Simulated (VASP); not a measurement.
# SiC in VASP: notebook

The runs below take SiC through single point, with PBE, r2SCAN.

All numbers are computed with VASP 6.6.1; they aren't measurements. Logs are shortened: lines on timing, memory, paths and dates and some standing lists are left out, and cuts for length are marked.

## 1. The cell of the first run

The structure is trigonal, space group R3m (No. 160). Conventional cell: a = 3.080 Å, b = 3.080 Å, c = 7.620 Å, α = 90.00°, β = 90.00°, γ = 120.00°. Within 2.5 Å of Si (site symmetry 3m) lie 4 C at 1.89 to 1.90 Å. Within 2.5 Å of C (site symmetry 3m) lie 4 Si at 1.89 to 1.90 Å.

## 2. Single point, PBE (strain along [111] +1.0%)

INCAR

```
SYSTEM = SiC
  PREC = Accurate
  ENCUT = 520
  EDIFF = 1E-6
  ISMEAR = -1
  SIGMA = 0.02
  LREAL = .False.
  LASPH = .True.
  NELM = 80
  ALGO = Normal
  ISIF = 2
  LWAVE = .False.
  LCHARG = .True.
  GGA = PE
  LELF = .True.
  LVHAR = .True.
  NBANDS = 11
```

KPOINTS

```
regular mesh
0
Gamma
  10 10 10
  0 0 0
```

POSCAR

```
SiC
1.0
    0.0145203490      2.1925726939      2.1925726939
    2.1925726939      0.0145203490      2.1925726939
    2.1925726939      2.1925726939      0.0145203490
Si C
1 1
Direct
    0.0002702081      0.0002702081      0.0002702081
    0.2497297919      0.2497297919      0.2497297919
```

Potentials or basis: VASP PAW PBE potentials, release 64 (Si, C).

Launch:

```
$ cat potpaw_PBE.64/Si/POTCAR potpaw_PBE.64/C/POTCAR > POTCAR
$ mpirun -np 1 vasp_std > vasp.out
```

OUTCAR:

```text
SYSTEM = SiC
   PREC = Accurate
   ENCUT = 520
   EDIFF = 1E-6
   ISMEAR = -1
   LREAL = .False.
   LASPH = .True.
   NELM = 80
   ISIF = 2
   GGA = PE

 ion  position               nearest neighbor table
   1  0.000  0.000  0.000-   2 1.89   2 1.89   2 1.89   2 1.90
   2  0.250  0.250  0.250-   1 1.89   1 1.89   1 1.89   1 1.90

  LATTYP: Found a trigonal (rhomboedric) cell.
 ALAT       =     3.1008000382
 COS(alpha) =     0.5066114072

  Lattice vectors:

 A1 = (   0.0145203490,   2.1925726939,   2.1925726939)
 A2 = (   2.1925726939,   0.0145203490,   2.1925726939)
 A3 = (   2.1925726939,   2.1925726939,   0.0145203490)

Analysis of symmetry for initial positions (statically):
=====================================================================
 Subroutine PRICEL returns:
 Original cell was already a primitive cell.

 Routine SETGRP: Setting up the symmetry group for a
 trigonal (rhombohedral) supercell.

 Subroutine GETGRP returns: Found  6 space group operations
 (whereof  6 operations were pure point group operations)
 out of a pool of 12 trial point group operations.

The static configuration has the point symmetry C_3v.

Analysis of symmetry for dynamics (positions and initial velocities):
=====================================================================
 Subroutine PRICEL returns:
 Original cell was already a primitive cell.

 Routine SETGRP: Setting up the symmetry group for a
 trigonal (rhombohedral) supercell.

 Subroutine GETGRP returns: Found  6 space group operations
 (whereof  6 operations were pure point group operations)
 out of a pool of 12 trial point group operations.

The dynamic configuration has the point symmetry C_3v.

 Subroutine INISYM returns: Found  6 space group operations
 (whereof  6 operations are pure point group operations),
 and found     1 'primitive' translations

----------------------------------------------------------------------------------------

                                     Primitive cell

  volume of cell :      20.8716

  direct lattice vectors                    reciprocal lattice vectors
     0.014520349  2.192572694  2.192572694    -0.230320528  0.228805261  0.228805261
     2.192572694  0.014520349  2.192572694     0.228805261 -0.230320528  0.228805261
     2.192572694  2.192572694  0.014520349     0.228805261  0.228805261 -0.230320528

  length of vectors
     3.100800038  3.100800038  3.100800038     0.397179103  0.397179103  0.397179103

  position of ions in fractional coordinates (direct lattice)
     0.000270208  0.000270208  0.000270208
     0.249729792  0.249729792  0.249729792

  ion indices of the primitive-cell ions
   primitive index   ion index
                 1           1
                 2           2

----------------------------------------------------------------------------------------

 KPOINTS: regular mesh

Automatic generation of k-mesh.
 Grid dimensions read from file:
 generate k-points for:   10   10   10

 Generating k-lattice:

  Cartesian coordinates                     Fractional coordinates (reciprocal lattice)
    -0.023032053  0.022880526  0.022880526     0.100000000  0.000000000 -0.000000000
     0.022880526 -0.023032053  0.022880526     0.000000000  0.100000000 -0.000000000
     0.022880526  0.022880526 -0.023032053     0.000000000  0.000000000  0.100000000

  Length of vectors
     0.039717910  0.039717910  0.039717910

  Shift w.r.t. Gamma in fractional coordinates (k-lattice)
     0.000000000  0.000000000  0.000000000

 Subroutine IBZKPT returns following result:
 ===========================================

 Found    116 irreducible k-points:

 Following reciprocal coordinates:
            Coordinates               Weight
  0.000000  0.000000  0.000000      1.000000
  0.100000 -0.000000 -0.000000      6.000000
  0.200000 -0.000000 -0.000000      6.000000
  0.300000 -0.000000 -0.000000      6.000000
  0.400000  0.000000  0.000000      6.000000
  0.500000  0.000000  0.000000      3.000000
[... 16 lines left out ...]
  0.300000  0.300000 -0.000000      6.000000
  0.400000  0.300000  0.000000     12.000000
 [... further k-points ...]
   k-points           NKPTS =    116   k-points in BZ     NKDIM =    116   number of bands    NBANDS=     11
   number of dos      NEDOS =    301   number of ions     NIONS =      2
   total plane-waves  NPLWV =  13824
   dimension x,y,z NGX =    24 NGY =   24 NGZ =   24
   dimension x,y,z NGXF=    48 NGYF=   48 NGZF=   48
   ions per type =               1   1
   NGX,Y,Z   is equivalent  to a cutoff of  12.87, 12.87, 12.87 a.u.
   NGXF,Y,Z  is equivalent  to a cutoff of  25.73, 25.73, 25.73 a.u.
 SYSTEM =  SiC
   PREC   = accura    normal or accurate (medium, high low for compatibility)
   ISTART =      0    job   : 0-new  1-cont  2-samecut
   ICHARG =      2    charge: 1-file 2-atom 10-const
   ISPIN  =      1    spin polarized calculation?
   LNONCOLLINEAR =      F non collinear calculations
   LSORBIT =      F    spin-orbit coupling
   LASPH  =      T    aspherical Exc in radial PAW
   ENCUT  =  520.0 eV  38.22 Ry    6.18 a.u.   5.77  5.77  5.77*2*pi/ulx,y,z
   NELM   =     80;   NELMIN=  2; NELMDL= -5     # of ELM steps
   EDIFF  = 0.1E-05   stopping-criterion for ELM
   LREAL  =      F    real-space projection
   EDIFFG = 0.1E-04   stopping-criterion for IOM
   NSW    =      0    number of steps for IOM
   IBRION =     -1    ionic relax: 0-MD 1-quasi-New 2-CG
   NFREE  =      0    steps in history (QN), initial steepest desc. (CG)
   ISIF   =      2    stress and relaxation
   ISYM   =      2    0-nonsym 1-usesym 2-fastsym
   POTIM  = 0.5000    time-step for ionic-motion
   TEBEG  =    0.0;   TEEND  =   0.0 temperature during run
   PSTRESS=    0.0 pullay stress
   NELECT =       8.0000    total number of electrons
   NUPDOWN=      -1.0000    fix difference up-down
   EMIN   =  10.00;   EMAX   =-10.00  energy-range for DOS
   EFERMI =   0.00;   METHOD = LEGACY
   ISMEAR =    -1;   SIGMA  =   0.02  broadening in eV -4-tet -1-fermi 0-gaus
   EFERMI_NEDOS =   21; number of points for ismear=-14 and -15
   IALGO  =     38    algorithm
   IMIX   =      4    mixing-type and parameters
     AMIX     =   0.40;   BMIX     =  1.00
     AMIX_MAG =   1.60;   BMIX_MAG =  1.00
  volume/ion in A,a.u.               =      10.44        70.42
  Fermi-wavevector in a.u.,A,eV,Ry     =   1.189194  2.247251 19.241121  1.414182
  Thomas-Fermi vector in A             =   2.325307
   LORBIT       =      0    0 simple, 1 ext, 2 COOP (PROOUT), +10 PAW based schemes
   GGA     = PE    functional components
   LHFCALC =     F    Hartree Fock is set to
   AEXX    =    0.0000 exact exchange contribution
   IVDW    =     0    specifies the selected vdW correction
   LEPSILON=     F    determine dielectric tensor
   LRPA    =     F    only Hartree local field effects (RPA)
 non-spin polarized calculation
  energy-cutoff  :      520.00
  volume of cell :       20.87
 maximum number of plane-waves:       572
   NGX = 11   NGY = 11   NGZ = 11

 number of electron       8.0000001 magnetization

 Free energy of the ion-electron system (eV)
  ---------------------------------------------------
  ext. energy  EPLUGINS =         0.00000000
  ---------------------------------------------------
  free energy    TOTEN  =       -15.05819248 eV

  energy without entropy =      -15.05819248  energy(sigma->0) =      -15.05819248

 E-fermi :   8.4947     XC(G=0): -11.3186

 val. band max:        8.0409744501   @ k =   0.0000   0.0000   0.0000
 cond. band min:       9.3728205430   @ k =   0.5000   0.5000  -0.0000
 fundamental gap:      1.3318460928
 Fermi energy:         8.4947396738

 k-point     1 :       0.0000    0.0000    0.0000
  band No.  band energies     occupation
      1      -7.3254      2.00000
      2       7.9494      2.00000
      3       8.0410      2.00000
      4       8.0410      2.00000
      5      14.1103      0.00000
      6      15.1502      0.00000
      7      15.3292      0.00000
      8      15.3292      0.00000
      9      22.4669      0.00000
     10      22.4669      0.00000
     11      24.3563      0.00000

 k-point     2 :       0.1000   -0.0000   -0.0000
  band No.  band energies     occupation
      1      -7.1305      2.00000
      2       7.0286      2.00000
      3       7.8271      2.00000
      4       7.9036      2.00000
      5      14.3499      0.00000
      6      15.4086      0.00000
      7      15.5701      0.00000
      8      15.5981      0.00000
      9      21.4890      0.00000
     10      21.5441      0.00000
     11      24.2099      0.00000

 k-point     3 :       0.2000   -0.0000   -0.0000
  band No.  band energies     occupation
      1      -6.5542      2.00000
      2       4.9213      2.00000
      3       7.5222      2.00000
      4       7.5884      2.00000
      5      14.0883      0.00000
      6      15.7688      0.00000
      7      15.9180      0.00000
      8      16.7621      0.00000
      9      20.7813      0.00000
     10      20.9180      0.00000
     11      23.3235      0.00000

 k-point     4 :       0.3000   -0.0000   -0.0000
  band No.  band energies     occupation
      1      -5.6322      2.00000
      2       2.6183      2.00000
      3       7.2103      2.00000
      4       7.2637      2.00000
      5      13.6816      0.00000
      6      15.6563      0.00000
      7      15.7704      0.00000
      8      17.7118      0.00000
      9      21.5561      0.00000
     10      21.7711      0.00000
     11      23.0548      0.00000
[... 239 lines left out ...]
 k-point    22 :      -0.2000    0.2000    0.0000
  band No.  band energies     occupation
      1      -5.3183      2.00000
      2       3.2324      2.00000
      3       4.8268      2.00000
      4       7.3368      2.00000
      5      14.4952      0.00000
      6      15.8399      0.00000
      7      16.2956      0.00000
      8      17.1167      0.00000
      9      19.4339      0.00000
     10      23.4118      0.00000
     11      27.1110      0.00000

 k-point    23 :       0.3000    0.3000   -0.0000
  band No.  band energies     occupation
      1      -5.0691      2.00000
      2       3.6548      2.00000
      3       5.6082      2.00000
      4       5.7132      2.00000
      5      11.1628      0.00000
      6      13.5926      0.00000
      7      19.4279      0.00000
      8      19.4758      0.00000
      9      20.3379      0.00000
     10      25.0357      0.00000
     11      29.5312      0.00000

 k-point    24 :       0.4000    0.3000    0.0000
  band No.  band energies     occupation
      1      -4.2058      2.00000
      2       2.4502      2.00000
      3       4.9126      2.00000
      4       5.3464      2.00000
      5      10.8535      0.00000
      6      13.6280      0.00000
      7      19.5316      0.00000
      8      19.8592      0.00000
      9      21.6769      0.00000
     10      26.0014      0.00000
     11      29.1437      0.00000

 [... further k-points ...]

------------------------ aborting loop because EDIFF is reached ----------------------------------------

  FORCE on cell =-STRESS in cart. coord.  units (eV):
  Direction    XX          YY          ZZ          XY          YZ          ZX
  --------------------------------------------------------------------------------------
  -------------------------------------------------------------------------------------
  Total        0.1714827      0.1714827      0.1714827     -0.2132423     -0.2132423     -0.2132423
  in kB       13.1635970     13.1635970     13.1635970    -16.3692065    -16.3692065    -16.3692065
  external PRESSURE =      13.1635970 kB  Pullay stress =       0.0000000 kB

 VOLUME and BASIS-vectors are now :
 -----------------------------------------------------------------------------
  energy-cutoff  :      520.00
  volume of cell :       20.87
      direct lattice vectors                 reciprocal lattice vectors
     0.014520349  2.192572694  2.192572694    -0.230320528  0.228805261  0.228805261
     2.192572694  0.014520349  2.192572694     0.228805261 -0.230320528  0.228805261
     2.192572694  2.192572694  0.014520349     0.228805261  0.228805261 -0.230320528

 POSITION                                       TOTAL-FORCE (eV/Angst)
 -----------------------------------------------------------------------------------
      0.00119      0.00119      0.00119         0.006100      0.006100      0.006100
      1.09873      1.09873      1.09873        -0.006100     -0.006100     -0.006100
 -----------------------------------------------------------------------------------
    total drift:                               -0.000022     -0.000022     -0.000022

  FREE ENERGIE OF THE ION-ELECTRON SYSTEM (eV)
  ---------------------------------------------------
  free  energy   TOTEN  =       -15.0581924759 eV

  energy  without entropy=      -15.0581924759  energy(sigma->0) =      -15.05819248
```

It took 23 s on 1 thread of Intel Xeon 8259CL, shared host; peak memory 0.15 GiB.

What came out:

| Quantity | Value |
| --- | --- |
| Free energy | -15.0582 eV |
| Pressure | 1.3 GPa |
| Largest force | 0.011 eV/Å |
| Band gap on the k mesh | 1.33 eV, indirect (least direct gap 4.47 eV) |

Forces in eV/Å, atoms in the order of the input:
```
Si   0.006  0.006  0.006
C   -0.006 -0.006 -0.006
```

Caveat: the cell differs from its parent crystal (strain along [111] +1.0%).

## 3. Single point, r2SCAN (epitaxial xy strain -0.5%)

POSCAR

```
SiC
1.0
    0.0000000000      2.1671620832      2.1852643348
    2.1671620832      0.0000000000      2.1852643348
    2.1671620832      2.1671620832      0.0000000000
Si C
1 1
Direct
    0.0000000000      0.0000000000      0.0000000000
    0.2500000000      0.2500000000      0.2500000000
```

INCAR.step1

```
PREC = Accurate
ENCUT = 520
ISMEAR = 0
SIGMA = 0.01
LREAL = F
LASPH = T
NELM = 80
NBANDS = 11
GGA = PE
ALGO = Normal
EDIFF = 1E-4
LWAVE = T
LCHARG = F
```

INCAR.step2

```
PREC = Accurate
ENCUT = 520
EDIFF = 1E-6
ISMEAR = 0
SIGMA = 0.01
LREAL = F
LASPH = T
NELM = 80
ALGO = Normal
ISIF = 2
LWAVE = F
LCHARG = F
METAGGA = R2SCAN
LMIXTAU = T
NBANDS = 11
ISTART = 1
```

KPOINTS

```
regular mesh
0
Gamma
  10 10 10
```

Potentials or basis: VASP PAW PBE potentials, release 64 (Si, C).

Launch:

```
$ cat potpaw_PBE.64/Si/POTCAR potpaw_PBE.64/C/POTCAR > POTCAR
$ cp INCAR.step1 INCAR
$ mpirun -np 1 vasp_std > vasp.out
$ cp INCAR.step2 INCAR
$ mpirun -np 1 vasp_std > vasp.out
```

It took 74 s on 1 thread of Intel Xeon 8259CL, shared host; peak memory 0.15 GiB.

Results (log left out):

* Free energy: -19.3255 eV
* Pressure: 1.4 GPa
* Band gap on the k mesh: 1.67 eV, indirect (least direct gap 5.06 eV)

Stress tensor (GPa, compression positive):
```
 2.19  0.00  0.00
 0.00  2.19  0.00
 0.00  0.00 -0.19
```

Levels at points of the mesh, in eV from the valence-band top:
```csv
k point,band 1,band 2,band 3,band 4,band 5,band 6,band 7,band 8
"(0.00, 0.00, 0.00)",-16.26,-0.06,0.00,0.00,6.91,7.88,7.88,7.91
"(0.50, 0.00, 0.00)",-12.61,-8.88,-1.18,-1.07,6.04,7.71,7.83,10.98
"(0.50, 0.50, 0.00)",-11.18,-8.17,-3.31,-3.31,1.75,4.93,15.23,15.23
"(0.50, 0.00, 0.50)",-11.12,-8.06,-3.41,-3.39,1.67,4.78,15.06,15.34
```

Caveat: the cell differs from its parent crystal (epitaxial xy strain -0.5%); the PAW data sets were made with another functional, which shifts forces and pressure a little.

## 4. Single point, r2SCAN (uniaxial x strain -0.5%)

POSCAR

```
SiC
1.0
    0.0000000000      2.1780523450      2.1780523450
    2.1671620832      0.0000000000      2.1780523450
    2.1671620832      2.1780523450      0.0000000000
Si C
1 1
Direct
    0.0000000000      0.0000000000      0.0000000000
    0.2500000000      0.2500000000      0.2500000000
```

INCAR.step1, as its differences from that of step 3:

```diff
@@ -6,3 +6,3 @@
 LASPH = T
-NELM = 80
+NELM = 60
 NBANDS = 11
```

INCAR.step2, as its differences from that of step 3:

```diff
@@ -7,3 +7,3 @@
 LASPH = T
-NELM = 80
+NELM = 60
 ALGO = Normal
```

KPOINTS is that of step 3.

Launch:

```
$ cat potpaw_PBE.64/Si/POTCAR potpaw_PBE.64/C/POTCAR > POTCAR
$ cp INCAR.step1 INCAR
$ mpirun -np 1 vasp_std > vasp.out
$ cp INCAR.step2 INCAR
$ mpirun -np 1 vasp_std > vasp.out
```

Wall time 79 s (1 thread of Intel Xeon 8259CL, shared host); peak memory 0.15 GiB.

It converged, with:

* Free energy: -19.3264 eV
* Pressure: 1.0 GPa
* Band gap on the k mesh: 1.67 eV, indirect (least direct gap 5.06 eV)

Stress tensor (GPa, compression positive):
```
1.94 0.00 0.00
0.00 0.54 0.00
0.00 0.00 0.54
```

Levels at points of the mesh, in eV from the valence-band top:
| k point | band 1 | band 2 | band 3 | band 4 | band 5 | band 6 | band 7 | band 8 | band 9 |
| --- | --- | --- | --- | --- | --- | --- | --- | --- | --- |
| (0.00, 0.00, 0.00) | -16.25 | -0.04 | -0.04 | 0.00 | 6.89 | 7.86 | 7.88 | 7.88 | 15.14 |
| (0.50, 0.00, 0.00) | -12.61 | -8.88 | -1.16 | -1.10 | 6.03 | 7.72 | 7.80 | 10.97 | 17.47 |
| (0.50, 0.50, 0.00) | -11.15 | -8.12 | -3.35 | -3.35 | 1.71 | 4.85 | 15.11 | 15.28 | 16.03 |
| (0.00, 0.50, 0.50) | -11.11 | -8.05 | -3.41 | -3.41 | 1.67 | 4.76 | 15.17 | 15.17 | 16.12 |

Caveat: the cell differs from its parent crystal (uniaxial x strain -0.5%); the PAW data sets were made with another functional, which shifts forces and pressure a little. A k mesh can miss the band edges.

## 5. Single point, r2SCAN (epitaxial 111 strain -4.0%)

POSCAR

```
SiC
1.0
    0.0697494702      2.1606797213      2.1606797213
    2.1606797213      0.0697494702      2.1606797213
    2.1606797213      2.1606797213      0.0697494702
Si C
1 1
Direct
    0.0017486237      0.0017486237      0.0017486237
    0.2482513763      0.2482513763      0.2482513763
```

INCAR.step1

```
SYSTEM = SiC
PREC = Accurate
ENCUT = 520
ISMEAR = 0
SIGMA = 0.01
LREAL = .FALSE.
LASPH = .TRUE.
NELM = 60
NBANDS = 11
GGA = PE
ALGO = Normal
EDIFF = 1E-4
LWAVE = .TRUE.
LCHARG = .FALSE.
```

INCAR.step2

```
SYSTEM = SiC
PREC = Accurate
ENCUT = 520
EDIFF = 1E-6
ISMEAR = 0
SIGMA = 0.01
LREAL = .FALSE.
LASPH = .TRUE.
NELM = 60
ALGO = Normal
ISIF = 2
LWAVE = .FALSE.
LCHARG = .FALSE.
METAGGA = R2SCAN
LMIXTAU = .TRUE.
NBANDS = 11
ISTART = 1
```

KPOINTS

```
regular mesh
0
G
  10 10 10
  0 0 0
```

Launch:

```
$ cat potpaw_PBE.64/Si/POTCAR potpaw_PBE.64/C/POTCAR > POTCAR
$ cp INCAR.step1 INCAR
$ mpirun -np 1 vasp_std > vasp.out
$ cp INCAR.step2 INCAR
$ mpirun -np 1 vasp_std > vasp.out
```

Run time: 76 s. Hardware: 1 thread of Intel Xeon 8259CL, shared host; peak memory 0.15 GiB.

It converged, with:

| Quantity | Value |
| --- | --- |
| Free energy | -19.1877 eV |
| Pressure | 19.3 GPa |
| Largest force | 0.004 eV/Å |
| Band gap on the k mesh | 1.40 eV, indirect (least direct gap 4.76 eV) |

Forces on the atoms (eV/Å):
```
Si  -0.002 -0.002 -0.002
C    0.002  0.002  0.002
```

Stress tensor (GPa, compression positive):
```
19.33 -9.83 -9.83
-9.83 19.33 -9.83
-9.83 -9.83 19.33
```

Levels at points of the mesh, in eV from the valence-band top:
```tsv
k point	band 2	band 3	band 4	band 5	band 6	band 7
(0.00, 0.00, 0.00)	-0.61	0.00	0.00	6.52	8.52	8.63
(0.50, 0.00, 0.00)	-9.38	-1.58	-1.29	6.17	7.51	7.99
(0.50, 0.50, 0.00)	-8.50	-3.99	-3.36	1.40	4.99	15.60
(0.50, 0.50, 0.50)	-9.65	-0.96	-0.96	7.29	8.39	8.39
```

Caveat: the cell differs from its parent crystal (epitaxial 111 strain -4.0%); the PAW data sets were made with another functional, which shifts forces and pressure a little.

## 6. Summary

```csv
level,cell,smearing,gap on the mesh (eV),pressure (GPa)
PBE,"a = 3.101 Å, angles 59.6°, 2 atoms",fermi-dirac 0.02 eV,1.33,1.3
r2SCAN,"a = 3.078, b = 3.078, c = 3.065 Å, angles 60.1, 60.1, 59.7°, 2 atoms",gaussian 0.01 eV,1.67,1.4
r2SCAN,"a = 3.080, b = 3.073, c = 3.073 Å, angles 60.2, 59.9, 59.9°, 2 atoms",gaussian 0.01 eV,1.67,1.0
r2SCAN,"a = 3.056 Å, angles 57.9°, 2 atoms",gaussian 0.01 eV,1.40,19.3
```

Alike in all rows: task single point; potentials or basis VASP PAW PBE potentials, release 64 (Si, C); no spin polarisation; k mesh 10 × 10 × 10; cutoff (eV) 520.

Caveats: the PAW data sets were made with another functional, which shifts forces and pressure a little (some runs).

Absolute energies hang on the potentials; compare differences alone.
